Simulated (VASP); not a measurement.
Crystal: TePb (wurtzite type).

```
CELL_PARAMETERS angstrom
4.39698 0.00000 0.00000
-2.19849 3.80790 0.00000
0.00000 0.00000 7.16707
ATOMIC_POSITIONS crystal
Pb 0.33333 0.66667 0.00000
Pb 0.66667 0.33333 0.50000
Te 0.33333 0.66667 0.37600
Te 0.66667 0.33333 0.87600
```

```yaml
Program: VASP 6.6.1
Task: relaxation of cell and atoms
Functional: PBE
Potentials_or_basis: VASP PAW PBE potentials, release 64 (Pb_d, Te)
Cutoff: 600 eV
k_mesh: 8 × 8 × 5
Occupations: fermi-dirac, width 0.1 eV
Spin: no spin polarisation
```

At the start: pressure 33.2 GPa; volume 30.00 Å³/atom.

Task: Where does the relaxation end?

Result: Over 42 steps the energy falls by 1339.7 meV/atom and the volume is 43.89 Å³/atom (+46.3 %); space group P6_3mc (No. 186, to 0.1 Å) before and after.

The path:
```
step  energy change (eV)  largest force (eV/Å)  pressure (GPa)  volume (Å³)
   1              0.0000                0.1560           33.22       120.00
   3             -5.1232                0.0327            0.27       192.92
   5             -5.1262                0.0451            0.00       195.02
   7             -5.1283                0.0708            0.15       193.82
   9             -5.1396                0.1315            0.09       194.06
  11             -5.1605                0.5135           -0.11       193.71
  13             -5.1635                0.4101           -0.09       193.99
  15             -5.1691                0.4248           -0.16       194.06
  17             -5.1792                0.5005           -0.44       194.07
  19             -5.2200                0.3970           -0.71       192.45
  21             -5.2833                0.2293           -0.80       186.55
  23             -5.3529                0.0585            0.24       175.76
  25             -5.3549                0.0234           -0.04       177.17
  27             -5.3560                0.0299           -0.09       177.25
  29             -5.3570                0.0298            0.04       176.18
  31             -5.3571                0.0299            0.11       175.67
  33             -5.3581                0.0119            0.07       175.57
  35             -5.3583                0.0037            0.05       175.50
  37             -5.3588                0.0020           -0.07       176.06
  39             -5.3589                0.0041           -0.02       175.69
  41             -5.3589                0.0035            0.01       175.50
  42             -5.3589                0.0028            0.00       175.57
```

Final structure:
```
Pb Te
1.0
     5.53472    0.00000    0.00000
    -2.76736    4.79321    0.00000
     0.00000    0.00000    6.61804
Pb Te
2 2
Direct
  0.33333 0.66667 0.94331
  0.66667 0.33333 0.44331
  0.33333 0.66667 0.43269
  0.66667 0.33333 0.93269
```

Caveat: the volume moved by over 15 % at a fixed basis, so the end points are rough.
